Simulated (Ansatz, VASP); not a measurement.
## In5Sb2As3: VASP beside Ansatz

```
In Sb As
1.0
     6.66287    0.00000    0.00000
     0.00000    5.67657    0.00000
    -0.26962    0.00000    6.85681
In Sb As
5 2 3
Direct
  0.00000 0.00000 0.00000
  0.40000 0.00000 0.20000
  0.80000 0.00000 0.40000
  0.20000 0.00000 0.60000
  0.60000 0.00000 0.80000
  0.25000 0.50000 0.50000
  0.05000 0.50000 0.90000
  0.85000 0.50000 0.30000
  0.65000 0.50000 0.70000
  0.45000 0.50000 0.10000
```

Alike in both runs: task single point; functional PBE; k mesh 4 × 4 × 4; occupations gaussian, width 0.1 eV; no spin polarisation.

|  | VASP | Ansatz |
| --- | --- | --- |
| version | VASP 6.6.1 | Ansatz 0.2.0 |
| potentials or method | VASP PAW PBE potentials, release 64 (In_d, Sb, As), cutoff 520 eV | scalar-relativistic, plane waves, PAW |
| valence electrons in the cell | 90 | 140 |

|  | VASP | Ansatz | Ansatz less VASP |
| --- | --- | --- | --- |
| gap on the k mesh at the Fermi level (eV) | none | none | - |
| pressure (GPa) | 0.4 | 0.4 | -0.01 |
| traceless stress, the component that is largest in VASP (GPa) | -0.62 | -0.61 | +0.003 |
| rms of the force components (eV/Å) | 0.145 | 0.145 | -0.0003 |

Atom by atom the forces differ by 0.001 eV/Å (rms over components). A gap of «none» marks a metal or a gap that the smearing closes. VASP's potentials hold 90 valence electrons a cell and Ansatz's 140, so a difference there can come from the potentials and not from the codes.

Spin-orbit coupling is off throughout.
